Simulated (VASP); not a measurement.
The system is Ga2SeS3.

```
Ga Se S
1.0
     3.73569    0.00000    0.00000
     0.00000    3.73569    0.00000
     0.00000    0.00000    8.37860
Ga Se S
2 1 3
Direct
  0.50000 0.00000 0.73448
  0.00000 0.50000 0.26552
  0.50000 0.50000 0.00000
  0.50000 0.00000 0.38616
  0.00000 0.50000 0.61384
  0.00000 0.00000 0.00000
```

The cell was built from a structure type or drawn by symmetry, and may not be a known phase.

| Item | Value |
| --- | --- |
| Program | VASP 6.6.1 |
| Task | relaxation of cell and atoms |
| Functional | PBE |
| Potentials or basis | VASP PAW PBE potentials, release 64 (Ga_d, Se, S) |
| Cutoff | 500 eV |
| k mesh | 3 × 3 × 2 |
| Occupations | gaussian, width 0.15 eV |
| Spin | no spin polarisation |

At the start: pressure -3.1 GPa; volume 19.49 Å³/atom.

Where does the relaxation end?

Over 21 steps the energy falls by 334.9 meV/atom and the volume is 21.26 Å³/atom (+9.1 %); space group P-4m2 (No. 115, to 0.1 Å) before and after.

Step by step:
```tsv
step	energy change (eV)	largest force (eV/Å)	pressure (GPa)	volume (Å³)
1	0.0000	1.5250	-3.13	116.93
2	-0.4121	1.6864	-0.35	110.59
3	-0.7183	1.3417	9.11	99.60
4	-0.7350	1.5252	6.41	101.93
5	-0.9623	1.2093	6.18	102.83
6	-1.3547	0.6212	6.69	105.47
7	-1.5405	0.4144	8.43	110.57
8	-1.8448	0.7693	-0.92	122.97
9	-1.8506	0.7216	0.04	121.30
10	-1.8850	0.6339	0.04	121.18
11	-1.9542	0.3093	0.24	120.78
12	-1.8685	0.6970	1.60	119.95
13	-1.9645	0.1397	0.40	120.60
14	-1.9651	0.0749	0.47	120.54
15	-1.9779	0.0658	0.32	121.79
16	-1.9967	0.1447	-0.04	125.52
17	-1.9975	0.1635	-0.10	126.39
18	-2.0024	0.1121	0.33	126.29
19	-2.0036	0.0713	0.67	126.21
20	-2.0054	0.0593	0.58	126.54
21	-2.0093	0.0228	0.32	127.53
```

Final structure:
```
Ga Se S
1.0
     3.58699    0.00000    0.00000
     0.00000    3.58699    0.00000
     0.00000    0.00000    9.91193
Ga Se S
2 1 3
Direct
  0.50000 0.00000 0.62042
  0.00000 0.50000 0.37958
  0.50000 0.50000 0.00000
  0.50000 0.00000 0.36274
  0.00000 0.50000 0.63726
  0.00000 0.00000 0.00000
```

Caveat: the k points lie up to 0.58 Å⁻¹ apart in the final cell; a cell axis changed by over 15 % at a fixed basis, so the end point is rough.
